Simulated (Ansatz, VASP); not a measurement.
# Two plane-wave programs on As

File INCAR:

```
PREC = Accurate ; ENCUT = 500
EDIFF = 1E-6 ; ISMEAR = -1
SIGMA = 0.1 ; LREAL = False
LASPH = True ; NELM = 120
ALGO = Normal ; ISIF = 2
LWAVE = False ; LCHARG = False
GGA = CA ; NBANDS = 12
GGA_COMPAT = False
```

Contents of KPOINTS:

```
Automatic mesh
0
Gamma
  11 11 11
```

File POSCAR:

```
As
1.0
    1.8799878575      1.0854114956      3.3276505507
   -1.8799878575      1.0854114956      3.3276505507
    0.0000000000     -2.1708229912      3.3276505507
As
2
Direct
    0.7695128170      0.7695128170      0.7695128170
    0.2304871830      0.2304871830      0.2304871830
```

Input for Ansatz:

```yaml
crystal:
  lattice:
    - [1.8799878575, 1.0854114956, 3.3276505507]
    - [-1.8799878575, 1.0854114956, 3.3276505507]
    - [0.0, -2.1708229912, 3.3276505507]
  atoms:
    - { symbol: As, position: [0.769512817, 0.769512817, 0.769512817] }
    - { symbol: As, position: [0.230487183, 0.230487183, 0.230487183] }
hamiltonian:
  xc: lda
  pseudopotentials:
    kind: paw
    azcp:
      As: "pseudopotentials/As.paw.azcp"
basis:
  ecutwfc: 420
  fft_grid_basis: typed
kpoints:
  mp_grid: { grid: [11, 11, 11], shift: [0, 0, 0] }
magnetization:
  spin_polarized: false
scf:
  occupations: { method: fermi_dirac, width: 0.1 }
  lower_state_search: "off"
output:
  stress: true
```

Alike in both runs: task single point; functional LDA; k mesh 11 × 11 × 11; occupations fermi-dirac, width 0.1 eV; no spin polarisation.

```csv
,VASP,Ansatz
version,VASP 6.6.1,Ansatz 0.2.0
potentials or method,"VASP PAW LDA potentials, release 64 (As), cutoff 500 eV","plane waves (420 eV) with PAW, scalar-relativistic"
valence electrons in the cell,10,30
```

```tsv
	VASP	Ansatz	Ansatz less VASP
pressure (GPa)	0.5	0.0	-0.45
traceless stress, the component that is largest in VASP (GPa)	-0.06	0.05	+0.116
```

Ansatz warns that its potentials were made for another functional, while VASP's fit it. LDA's correlation is that of Perdew and Zunger in VASP and of Perdew and Wang (1992) in Ansatz. VASP's potentials hold 10 valence electrons a cell and Ansatz's 30, so a difference there can come from the potentials and not from the codes.
